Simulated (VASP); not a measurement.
Wanted: the native input for a VASP 6.6.1 run.

| Quantity | Value |
| --- | --- |
| Task | single point |
| Functional | PBE |
| Potentials or basis | VASP PAW PBE potentials, release 64 (Mn_pv) |
| Cutoff | 520 eV |
| k mesh | 19 × 19 × 19 |
| Occupations | fermi-dirac, width 0.0612256 eV |
| Spin | no spin polarisation |
| Dipole correction | no |
| Further INCAR settings | ALGO = Normal; EDIFF = 1e-06; NBANDS = 20 |

The structure of Mn lies in POSCAR:

```
Mn
1.0
    0.0000000000      2.4593933276      2.4593933276
    2.4593933276      0.0000000000      2.4593933276
    2.4593933276      2.4593933276      0.0000000000
Mn
2
Direct
    0.0000000000      0.0000000000      0.0000000000
    0.2500000000      0.2500000000      0.2500000000
```

This isn't the form of Mn at room conditions, which is a 58-atom cubic cell.

These files were run (other wordings do the same):

INCAR

```
SYSTEM = Mn
PREC     = Accurate       ! precision mode
ENCUT    = 520            ! plane-wave cutoff, eV
EDIFF    = 1E-6           ! SCF threshold, eV
ISMEAR   = -1             ! smearing method
SIGMA    = 0.06122561905347299 ! smearing width, eV
LREAL    = .False.        ! projectors in reciprocal space
LASPH    = .True.         ! aspherical terms in the spheres
NELM     = 80             ! most SCF steps
ALGO     = Normal         ! electronic algorithm
ISIF     = 2              ! what is computed and relaxed
LWAVE    = .False.        ! write WAVECAR
LCHARG   = .False.        ! write CHGCAR
GGA      = PE             ! functional
NBANDS   = 20             ! bands
```

KPOINTS

```
Automatic mesh
0
Gamma
  19 19 19
  0 0 0
```

Potentials or basis: VASP PAW PBE potentials, release 64 (Mn_pv).

Command:

```console
$ cat potpaw_PBE.64/Mn_pv/POTCAR > POTCAR
$ mpirun -np 1 vasp_std > vasp.out
```

Results of the run:

* Pressure: 3.6 GPa
* Band gap on the k mesh: zero (bands 13 and 14 overlap by 0.64 eV)

Caveat: the cell stands under pressure; the run has no spin polarisation, though such a crystal can be magnetic.

Run time: 48 s on 1 thread of Intel(R) Xeon(R) 6975P-C (Granite Rapids), on a shared host, peak memory 0.23 GiB.
